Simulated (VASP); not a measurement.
# CdS3 (P4/mmm) in VASP: further runs, part 2 of 3

VASP 6.6.1. Earlier steps stand in the parts before.

## Step 3: Single point, PBE

This run uses another cell than the first one, of 23.85 Å³/atom.

Input file INCAR:

```
ALGO     = Normal         # electronic algorithm
EDIFF    = 1E-6           # SCF threshold, eV
ENCUT    = 500            # plane-wave cutoff, eV
GGA      = PE             # functional
GGA_COMPAT= False        
ISIF     = 2              # what is computed and relaxed
ISMEAR   = 0              # smearing method
LASPH    = True           # aspherical terms in the spheres
LCHARG   = True           # write CHGCAR
LELF     = True           # ELF
LREAL    = False          # projectors in reciprocal space
LVHAR    = True         
LWAVE    = False          # write WAVECAR
NBANDS   = 23             # bands
NELM     = 120            # most SCF steps
PREC     = Accurate       # precision mode
SIGMA    = 0.1            # smearing width, eV
```

Input file KPOINTS:

```
k-points
0
Gamma
  6 6 2
```

Input file POSCAR:

```
CdS3
1.0
    3.0718743000      0.0000000000      0.0000000000
    0.0000000000      3.0718743000      0.0000000000
    0.0000000000      0.0000000000     10.1113588200
Cd S
1 3
Direct
    0.0000000000      0.0000000000      0.0000000000
    0.5000000000      0.5000000000      0.7342755200
    0.0000000000      0.0000000000      0.5000000000
    0.5000000000      0.5000000000      0.2657244800
```

Potentials or basis: VASP PAW PBE potentials, release 64 (Cd, S).

The run is started by

```sh
$ cat potpaw_PBE.64/Cd/POTCAR potpaw_PBE.64/S/POTCAR > POTCAR
$ mpirun -np 1 vasp_std > vasp.out
```

OUTCAR:

```text
EDIFF = 1E-6
   ENCUT = 500
   GGA = PE
   ISIF = 2
   ISMEAR = 0
   LASPH = True
   LREAL = False
   NELM = 120
   PREC = Accurate

 ion  position               nearest neighbor table
   1  0.000  0.000  0.000-
   2  0.500  0.500  0.734-
   3  0.000  0.000  0.500-
   4  0.500  0.500  0.266-

  LATTYP: Found a simple tetragonal cell.
 ALAT       =     3.0718743000
 C/A-ratio  =     3.2915926345

  Lattice vectors:

 A1 = (   3.0718743000,   0.0000000000,   0.0000000000)
 A2 = (   0.0000000000,   3.0718743000,   0.0000000000)
 A3 = (   0.0000000000,   0.0000000000,  10.1113588200)

Analysis of symmetry for initial positions (statically):
=====================================================================
 Subroutine PRICEL returns:
 Original cell was already a primitive cell.

 Routine SETGRP: Setting up the symmetry group for a
 simple tetragonal supercell.

 Subroutine GETGRP returns: Found 16 space group operations
 (whereof 16 operations were pure point group operations)
 out of a pool of 16 trial point group operations.

The static configuration has the point symmetry D_4h.

Analysis of symmetry for dynamics (positions and initial velocities):
=====================================================================
 Subroutine PRICEL returns:
 Original cell was already a primitive cell.

 Routine SETGRP: Setting up the symmetry group for a
 simple tetragonal supercell.

 Subroutine GETGRP returns: Found 16 space group operations
 (whereof 16 operations were pure point group operations)
 out of a pool of 16 trial point group operations.

The dynamic configuration has the point symmetry D_4h.

 Subroutine INISYM returns: Found 16 space group operations
 (whereof 16 operations are pure point group operations),
 and found     1 'primitive' translations

----------------------------------------------------------------------------------------

                                     Primitive cell

  volume of cell :      95.4149

  direct lattice vectors                    reciprocal lattice vectors
     3.071874300  0.000000000  0.000000000     0.325534154  0.000000000  0.000000000
     0.000000000  3.071874300  0.000000000     0.000000000  0.325534154  0.000000000
     0.000000000  0.000000000 10.111358820     0.000000000  0.000000000  0.098898676

  length of vectors
     3.071874300  3.071874300 10.111358820     0.325534154  0.325534154  0.098898676

  position of ions in fractional coordinates (direct lattice)
     0.000000000  0.000000000  0.000000000
     0.500000000  0.500000000  0.734275520
     0.000000000  0.000000000  0.500000000
     0.500000000  0.500000000  0.265724480

  ion indices of the primitive-cell ions
   primitive index   ion index
                 1           1
                 2           2
                 3           3
                 4           4

----------------------------------------------------------------------------------------

 KPOINTS: k-points

Automatic generation of k-mesh.
 Grid dimensions read from file:
 generate k-points for:    6    6    2

 Generating k-lattice:

  Cartesian coordinates                     Fractional coordinates (reciprocal lattice)
     0.054255692  0.000000000  0.000000000     0.166666667  0.000000000  0.000000000
     0.000000000  0.054255692  0.000000000     0.000000000  0.166666667  0.000000000
     0.000000000  0.000000000  0.049449338     0.000000000  0.000000000  0.500000000

  Length of vectors
     0.054255692  0.054255692  0.049449338

  Shift w.r.t. Gamma in fractional coordinates (k-lattice)
     0.000000000  0.000000000  0.000000000

 Subroutine IBZKPT returns following result:
 ===========================================

 Found     20 irreducible k-points:

 Following reciprocal coordinates:
            Coordinates               Weight
  0.000000  0.000000  0.000000      1.000000
  0.166667  0.000000  0.000000      4.000000
  0.333333  0.000000  0.000000      4.000000
  0.500000  0.000000  0.000000      2.000000
  0.166667  0.166667  0.000000      4.000000
  0.333333  0.166667  0.000000      8.000000
[... 12 lines left out ...]
  0.500000  0.333333  0.500000      4.000000
  0.500000  0.500000  0.500000      1.000000
   k-points           NKPTS =     20   k-points in BZ     NKDIM =     20   number of bands    NBANDS=     23
   number of dos      NEDOS =    301   number of ions     NIONS =      4
   total plane-waves  NPLWV =  46080
   dimension x,y,z NGX =    24 NGY =   24 NGZ =   80
   dimension x,y,z NGXF=    48 NGYF=   48 NGZF=  160
   ions per type =               1   3
   NGX,Y,Z   is equivalent  to a cutoff of  12.99, 12.99, 13.15 a.u.
   NGXF,Y,Z  is equivalent  to a cutoff of  25.98, 25.98, 26.31 a.u.
 SYSTEM =  unknown system
   PREC   = accura    normal or accurate (medium, high low for compatibility)
   ISTART =      0    job   : 0-new  1-cont  2-samecut
   ICHARG =      2    charge: 1-file 2-atom 10-const
   ISPIN  =      1    spin polarized calculation?
   LNONCOLLINEAR =      F non collinear calculations
   LSORBIT =      F    spin-orbit coupling
   LASPH  =      T    aspherical Exc in radial PAW
   ENCUT  =  500.0 eV  36.75 Ry    6.06 a.u.   5.60  5.60 18.44*2*pi/ulx,y,z
   NELM   =    120;   NELMIN=  2; NELMDL= -5     # of ELM steps
   EDIFF  = 0.1E-05   stopping-criterion for ELM
   LREAL  =      F    real-space projection
   EDIFFG = 0.1E-04   stopping-criterion for IOM
   NSW    =      0    number of steps for IOM
   IBRION =     -1    ionic relax: 0-MD 1-quasi-New 2-CG
   NFREE  =      0    steps in history (QN), initial steepest desc. (CG)
   ISIF   =      2    stress and relaxation
   ISYM   =      2    0-nonsym 1-usesym 2-fastsym
   POTIM  = 0.5000    time-step for ionic-motion
   TEBEG  =    0.0;   TEEND  =   0.0 temperature during run
   PSTRESS=    0.0 pullay stress
   NELECT =      30.0000    total number of electrons
   NUPDOWN=      -1.0000    fix difference up-down
   EMIN   =  10.00;   EMAX   =-10.00  energy-range for DOS
   EFERMI =   0.00;   METHOD = LEGACY
   ISMEAR =     0;   SIGMA  =   0.10  broadening in eV -4-tet -1-fermi 0-gaus
   EFERMI_NEDOS =   21; number of points for ismear=-14 and -15
   IALGO  =     38    algorithm
   IMIX   =      4    mixing-type and parameters
     AMIX     =   0.40;   BMIX     =  1.00
     AMIX_MAG =   1.60;   BMIX_MAG =  1.00
  volume/ion in A,a.u.               =      23.85       160.97
  Fermi-wavevector in a.u.,A,eV,Ry     =   1.113208  2.103659 16.860786  1.239233
  Thomas-Fermi vector in A             =   2.249791
   LORBIT       =      0    0 simple, 1 ext, 2 COOP (PROOUT), +10 PAW based schemes
   GGA     = PE    functional components
   LHFCALC =     F    Hartree Fock is set to
   AEXX    =    0.0000 exact exchange contribution
   IVDW    =     0    specifies the selected vdW correction
   LEPSILON=     F    determine dielectric tensor
   LRPA    =     F    only Hartree local field effects (RPA)
 non-spin polarized calculation
 Gauss-broadening in eV      SIGMA  =   0.10
  energy-cutoff  :      500.00
  volume of cell :       95.41
 maximum number of plane-waves:      2453
 NGX is ok and might be reduce to    24
   NGX = 11   NGY = 11   NGZ = 37

 number of electron      29.9999985 magnetization

 Free energy of the ion-electron system (eV)
  ---------------------------------------------------
  ext. energy  EPLUGINS =         0.00000000
  ---------------------------------------------------
  free energy    TOTEN  =        -8.66094293 eV

  energy without entropy =       -8.63104427  energy(sigma->0) =       -8.64599360

 E-fermi :   2.4930     XC(G=0):  -9.5650

 val. band max:        2.4769977293   @ k =   0.3333   0.3333   0.5000
 cond. band min:       2.4941067986   @ k =   0.5000   0.1667   0.5000
 fundamental gap:      0.0171090693
 Fermi energy:         2.4929759915

 k-point     1 :       0.0000    0.0000    0.0000
  band No.  band energies     occupation
      1     -11.1157      2.00000
      2     -10.2990      2.00000
      3      -9.3730      2.00000
      4      -6.5686      2.00000
      5      -6.1773      2.00000
      6      -5.5795      2.00000
[... 15 lines left out ...]
     22      11.2645      0.00000
     23      11.2801      0.00000
[... 471 lines left out ...]
      1      -8.2012      2.00000
      2      -8.1315      2.00000
      3      -8.1178      2.00000
      4      -6.3179      2.00000
      5      -5.9576      2.00000
      6      -5.9576      2.00000
[... 15 lines left out ...]
     22       9.4192      0.00000
     23      10.3499      0.00000

------------------------ aborting loop because EDIFF is reached ----------------------------------------

  FORCE on cell =-STRESS in cart. coord.  units (eV):
  Direction    XX          YY          ZZ          XY          YZ          ZX
  --------------------------------------------------------------------------------------
  -------------------------------------------------------------------------------------
  Total       -6.2372496     -6.2372496     -4.7737250      0.0000000     -0.0000000      0.0000000
  in kB     -104.7339070   -104.7339070    -80.1588681      0.0000000     -0.0000000      0.0000000
  external PRESSURE =     -96.5422274 kB  Pullay stress =       0.0000000 kB

 VOLUME and BASIS-vectors are now :
 -----------------------------------------------------------------------------
  energy-cutoff  :      500.00
  volume of cell :       95.41
      direct lattice vectors                 reciprocal lattice vectors
     3.071874300  0.000000000  0.000000000     0.325534154  0.000000000  0.000000000
     0.000000000  3.071874300  0.000000000     0.000000000  0.325534154  0.000000000
     0.000000000  0.000000000 10.111358820     0.000000000  0.000000000  0.098898676

 POSITION                                       TOTAL-FORCE (eV/Angst)
 -----------------------------------------------------------------------------------
      0.00000      0.00000      0.00000         0.000000     -0.000000     -0.000000
      1.53594      1.53594      7.42452        -0.000000     -0.000000      0.226405
      0.00000      0.00000      5.05568         0.000000     -0.000000     -0.000000
      1.53594      1.53594      2.68684         0.000000      0.000000     -0.226405
 -----------------------------------------------------------------------------------
    total drift:                               -0.000000     -0.000000      0.000000

  FREE ENERGIE OF THE ION-ELECTRON SYSTEM (eV)
  ---------------------------------------------------
  free  energy   TOTEN  =        -8.6609429309 eV

  energy  without entropy=       -8.6310442694  energy(sigma->0) =       -8.64599360
```

It took 42 s on 1 thread of AMD EPYC 9R45 (Zen 5), shared host; peak memory 0.17 GiB.

Results:

| Property | Result |
| --- | --- |
| Free energy | -8.6609 eV |
| Pressure | -9.7 GPa |
| Largest force | 0.226 eV/Å |
| Band gap on the k mesh | zero (bands 15 and 16 overlap by 1.64 eV) |

Forces on the atoms (eV/Å):
```
Cd   0.000  0.000  0.000
S    0.000  0.000  0.226
S    0.000  0.000  0.000
S    0.000  0.000 -0.226
```

Levels at points of the mesh, in eV from the Fermi level:
```
           k point  band 11  band 12  band 13  band 14  band 15  band 16  band 17  band 18  band 19  band 20
(0.00, 0.00, 0.00)    -0.54    -0.23     0.12     0.12     0.77     0.77     1.41     1.41     4.84     7.27
(0.50, 0.00, 0.00)    -3.96    -1.53    -1.43    -0.67    -0.32     1.30     1.37     1.39     1.84     5.00
(0.50, 0.50, 0.00)    -2.81    -2.81    -1.84    -1.84    -0.91    -0.83    -0.61     2.89     3.00     3.00
(0.00, 0.00, 0.50)    -2.59     0.13     0.13     0.74     0.74     1.06     1.43     1.43     4.40     7.28
(0.50, 0.00, 0.50)    -3.81    -2.37    -1.33    -0.34     0.45     1.30     1.37     1.37     1.39     4.55
(0.50, 0.50, 0.50)    -2.93    -2.93    -1.72    -1.72    -0.89    -0.83    -0.63     2.88     2.88     3.00
```

Caveat: the cell stands under tension.

## Step 4: Relaxation of cell and atoms, PBE

This run uses another cell than the first one, of 23.85 Å³/atom.

Input file INCAR:

```
PREC     = Accurate       # precision mode
ENCUT    = 500            # plane-wave cutoff, eV
EDIFF    = 1E-7           # SCF threshold, eV
ISMEAR   = 0              # smearing method
SIGMA    = 0.1            # smearing width, eV
LREAL    = F              # projectors in reciprocal space
LASPH    = T              # aspherical terms in the spheres
NELM     = 120            # most SCF steps
ALGO     = Normal         # electronic algorithm
ISIF     = 3              # what is computed and relaxed
LWAVE    = F              # write WAVECAR
LCHARG   = F              # write CHGCAR
GGA      = PE             # functional
IBRION   = 2              # ionic algorithm
NSW      = 90             # ionic steps
EDIFFG   = -0.04          # ionic threshold
GGA_COMPAT= F            
NELMIN   = 4
```

Input file KPOINTS:

```
Automatic mesh
0
Gamma
  6 6 2
```

POSCAR is that of step 3.

Potentials or basis: VASP PAW PBE potentials, release 64 (Cd, S).

The run is started by

```sh
$ cat potpaw_PBE.64/Cd/POTCAR potpaw_PBE.64/S/POTCAR > POTCAR
$ mpirun -np 1 vasp_std > vasp.out
```

OUTCAR:

```text
PREC = Accurate
   ENCUT = 500
   EDIFF = 1E-7
   ISMEAR = 0
   LREAL = F
   LASPH = T
   NELM = 120
   ISIF = 3
   GGA = PE
   IBRION = 2
   NSW = 90
   EDIFFG = -0.04
   NELMIN = 4

 ion  position               nearest neighbor table
   1  0.000  0.000  0.000-
   2  0.500  0.500  0.734-
   3  0.000  0.000  0.500-
   4  0.500  0.500  0.266-

  LATTYP: Found a simple tetragonal cell.
 ALAT       =     3.0718743000
 C/A-ratio  =     3.2915926345

  Lattice vectors:

 A1 = (   3.0718743000,   0.0000000000,   0.0000000000)
 A2 = (   0.0000000000,   3.0718743000,   0.0000000000)
 A3 = (   0.0000000000,   0.0000000000,  10.1113588200)
[... 183 lines left out ...]
  -------------------------------------------------------------------------------------
  Total       -6.2374965     -6.2374965     -4.7738152      0.0000000      0.0000000      0.0000000
  in kB     -104.7380517   -104.7380517    -80.1603822      0.0000000      0.0000000      0.0000000
  external PRESSURE =     -96.5454952 kB  Pullay stress =       0.0000000 kB
[... 980 lines left out ...]
      6      -4.1190      2.00000
[... 11 lines left out ...]
     18       8.2607      0.00000
     19       8.5785      0.00000

[... ionic steps 4 to 27 ...]

--------------------------------------- Ionic step       28  -------------------------------------------

 number of electron      29.9999993 magnetization

------------------------ aborting loop because EDIFF is reached ----------------------------------------
[... 71 lines left out ...]
--------------------------------------- Ionic step       30  -------------------------------------------

 number of electron      29.9999986 magnetization

 Free energy of the ion-electron system (eV)
  ---------------------------------------------------
  ext. energy  EPLUGINS =         0.00000000
  ---------------------------------------------------
  free energy    TOTEN  =       -10.40633412 eV

  energy without entropy =      -10.38160834  energy(sigma->0) =      -10.39397123

 E-fermi :   3.5562     XC(G=0):  -9.6664

 val. band max:        3.5240042848   @ k =   0.1667   0.0000   0.0000
 cond. band min:       3.5613067142   @ k =   0.1667   0.1667   0.0000
 fundamental gap:      0.0373024294
 Fermi energy:         3.5561530258
[... 469 lines left out ...]
  FREE ENERGIE OF THE ION-ELECTRON SYSTEM (eV)
  ---------------------------------------------------
  free  energy   TOTEN  =       -10.4063341164 eV

  energy  without entropy=      -10.3816083429  energy(sigma->0) =      -10.39397123

 reached required accuracy - stopping structural energy minimisation
```

CONTCAR:

```text
CdS3
   1.00000000000000
     2.5379670562592791   -0.0000000000000000   -0.0000000000000000
     0.0000000000000000    2.5379670562592791   -0.0000000000000000
    -0.0000000000000000   -0.0000000000000000   13.4577735966269127
  Cd              S
     1     3
Direct
     1.0000000000000000    1.0000000000000000    1.0000000000000000
     0.5000000000000000    0.5000000000000000    0.7772899595380193
     1.0000000000000000    1.0000000000000000    0.5000000000000000
     0.5000000000000000    0.5000000000000000    0.2227100404619805

  0.00000000E+00  0.00000000E+00  0.00000000E+00
  0.00000000E+00  0.00000000E+00  0.00000000E+00
  0.00000000E+00  0.00000000E+00  0.00000000E+00
  0.00000000E+00  0.00000000E+00  0.00000000E+00
```

Wall time 10 min (1 thread of AMD EPYC 9R45 (Zen 5), shared host); peak memory 0.18 GiB.

What came out:

* Free energy: -10.4063 eV
* Relaxed volume: 21.67 Å³/atom
* Relaxed cell: a = 2.538 Å, b = 2.538 Å, c = 13.458 Å, α = 90.00°, β = 90.00°, γ = 90.00°
* Space group after relaxing (to 0.1 Å): P4/mmm (No. 123)
* Energy gained by relaxing: 436.3 meV/atom
* Ionic steps: 30
* Pressure after relaxing: 0.0 GPa
* Largest force after relaxing: 0.039 eV/Å
* Band gap on the k mesh: zero (bands 15 and 16 overlap by 4.37 eV)

Forces on the atoms (eV/Å):
```
Cd   0.000  0.000  0.000
S    0.000  0.000  0.039
S    0.000  0.000  0.000
S    0.000  0.000 -0.039
```

The path:
| step | energy change (eV) | largest force (eV/Å) | pressure (GPa) | volume (Å³) |
| --- | --- | --- | --- | --- |
| 1 | 0.0000 | 0.2264 | -9.65 | 95.41 |
| 2 | -0.8727 | 0.3330 | -3.37 | 76.90 |
| 3 | -0.9259 | 0.3275 | -0.09 | 72.78 |
| 4 | -0.9263 | 0.3264 | 0.30 | 72.37 |
| 5 | -0.9505 | 0.2880 | 0.37 | 72.33 |
| 6 | -0.9863 | 0.1696 | 0.96 | 72.13 |
| 7 | -0.9925 | 0.1365 | 1.31 | 72.04 |
| 8 | -1.0319 | 0.0597 | 2.32 | 71.83 |
| 9 | -1.1343 | 0.0667 | 4.30 | 71.26 |
| 10 | -1.2668 | 0.3401 | 11.52 | 69.58 |
| 11 | -1.2708 | 0.3421 | 11.56 | 69.62 |
| 12 | -1.2813 | 0.3469 | 11.69 | 69.75 |
| 13 | -1.2965 | 0.3538 | 12.00 | 70.00 |
| 14 | -1.3044 | 0.3626 | 12.79 | 70.47 |
| 15 | -1.3262 | 0.3503 | 12.36 | 70.78 |
| 16 | -1.3875 | 0.3156 | 11.12 | 71.72 |
| 17 | -1.4927 | 0.2522 | 8.83 | 73.63 |
| 18 | -1.6405 | 0.1431 | 4.95 | 77.53 |
| 19 | -1.7389 | 0.0301 | -0.56 | 85.68 |
| 20 | -1.7391 | 0.0248 | -0.39 | 85.36 |
| 21 | -1.7390 | 0.0196 | -0.23 | 85.05 |
| 22 | -1.7398 | 0.0224 | -0.18 | 85.10 |
| 23 | -1.7417 | 0.0300 | -0.01 | 85.24 |
| 24 | -1.7428 | 0.0410 | 0.33 | 85.53 |
| 25 | -1.7428 | 0.0390 | 0.26 | 85.47 |
| 26 | -1.7432 | 0.0426 | 0.16 | 85.73 |
| 27 | -1.7436 | 0.0502 | -0.07 | 86.34 |
| 28 | -1.7438 | 0.0489 | -0.06 | 86.37 |
| 29 | -1.7444 | 0.0458 | -0.04 | 86.48 |
| 30 | -1.7454 | 0.0395 | 0.01 | 86.69 |

Final structure:
```cif
data_structure
_symmetry_space_group_name_H-M 'P 1'
_symmetry_Int_Tables_number 1
_cell_length_a 2.5380
_cell_length_b 2.5380
_cell_length_c 13.4578
_cell_angle_alpha 90.000
_cell_angle_beta 90.000
_cell_angle_gamma 90.000
_cell_volume 86.69
loop_
_atom_site_label
_atom_site_type_symbol
_atom_site_fract_x
_atom_site_fract_y
_atom_site_fract_z
_atom_site_occupancy
Cd1 Cd 0.00000 0.00000 0.00000 1
S1 S 0.50000 0.50000 0.77729 1
S2 S 0.00000 0.00000 0.50000 1
S3 S 0.50000 0.50000 0.22271 1
```

Levels at points of the mesh, in eV from the Fermi level:
```tsv
k point	band 12	band 13	band 14	band 15	band 16	band 17	band 18	band 19
(0.00, 0.00, 0.00)	-3.15	1.43	3.20	3.20	3.23	3.23	3.27	3.27
(0.50, 0.00, 0.00)	-2.75	-1.58	-1.27	-0.26	0.24	3.49	4.80	4.82
(0.50, 0.50, 0.00)	-4.27	-4.20	-4.20	0.59	0.61	0.87	3.48	4.18
(0.00, 0.00, 0.50)	-2.68	1.23	3.21	3.21	3.23	3.23	3.27	3.27
(0.50, 0.00, 0.50)	-2.76	-1.55	-1.28	-0.28	0.25	3.43	4.82	4.82
(0.50, 0.50, 0.50)	-4.31	-4.19	-4.19	0.58	0.61	0.87	3.48	3.48
```

Caveat: a cell axis changed by over 15 % at a fixed basis, so the end point is rough.

(Part 2 of 3 ends here.)
